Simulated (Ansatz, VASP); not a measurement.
Two plane-wave programs on Ga

```
Ga
1.0
     0.00000    2.90086    2.90086
     2.90086    0.00000    2.90086
     2.90086    2.90086    0.00000
Ga
2
Direct
  0.12500 0.12500 0.12500
  0.87500 0.87500 0.87500
```

Alike in both runs: task single point; functional PBE; k mesh 15 × 15 × 15; occupations fermi-dirac, width 0.1 eV; no spin polarisation.

```csv
,VASP,Ansatz
version,VASP 6.6.1,Ansatz 0.2.0
potentials or method,"VASP PAW PBE potentials, release 64 (Ga_d), cutoff 520 eV","plane waves (420 eV) with PAW, scalar-relativistic"
valence electrons in the cell,26,26
```

```tsv
	VASP	Ansatz	Ansatz less VASP
pressure (GPa)	1.8	1.6	-0.16
```

With one functional, cell and mesh, what is left measures potentials, basis and numerics.
